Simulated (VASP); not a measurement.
Write the native input for VASP 6.6.1 that does the following.

```yaml
Task: single point
Functional: LDA
Potentials_or_basis: VASP PAW LDA potentials, release 64 (Si)
Cutoff: 520 eV
k_mesh: 6 × 6 × 6
Occupations: gaussian, width 0.05 eV
Spin: no spin polarisation
Dipole_correction: no
Further_INCAR_settings: ALGO = Normal; EDIFF = 1e-06; NBANDS = 26
```

The structure of Si lies in POSCAR:

```
Si
1.0
    5.4702989546     -0.0998643114      0.5001990493
    0.0998643114     -5.2410342555      0.1572604009
   -0.5001990493      0.1572604009     -5.7381392102
Si
8
Direct
    0.4826030146     -0.0123128283      0.0130185788
    0.0488824960      0.4648875430      0.0124649235
   -0.0115083235     -0.0329229291      0.4866835268
    0.4649870837      0.5575203519      0.5028127209
    0.7691973412      0.7805994356      0.7539194686
    0.2551524111      0.2723024978      0.7277795855
    0.2383794752      0.7249013047      0.2236793752
    0.7523065016      0.2450246245      0.2796418207
```

This cell differs from its parent crystal: atoms moved at random and the cell strained at random.

The input as run:

INCAR

```
PREC = Accurate
ENCUT = 520
EDIFF = 1E-6
ISMEAR = 0
SIGMA = 0.05
LREAL = False
LASPH = True
NELM = 80
ALGO = Normal
ISIF = 2
LWAVE = False
LCHARG = True
GGA = CA
LELF = True
LVHAR = True
NBANDS = 26
```

KPOINTS

```
Automatic mesh
0
Gamma
  6 6 6
```

Potentials or basis: VASP PAW LDA potentials, release 64 (Si).

Command:

```console
$ cat potpaw_LDA.64/Si/POTCAR > POTCAR
$ mpirun -np 1 vasp_std > vasp.out
```

Results of the run:

* Pressure: 1.1 GPa
* Largest force: 7.172 eV/Å
* Band gap on the k mesh: zero (band 16 reaches 5.99 eV, above the bottom of band 17 at 5.51 eV)

Caveat: the cell differs from its parent crystal (atoms moved at random and the cell strained at random); forces of over 1 eV/Å act on the atoms, so gaps and moduli don't describe the material at rest.

Run time: 2.8 min on 1 thread of Intel(R) Xeon(R) 6975P-C (Granite Rapids), on a shared host, peak memory 0.42 GiB.
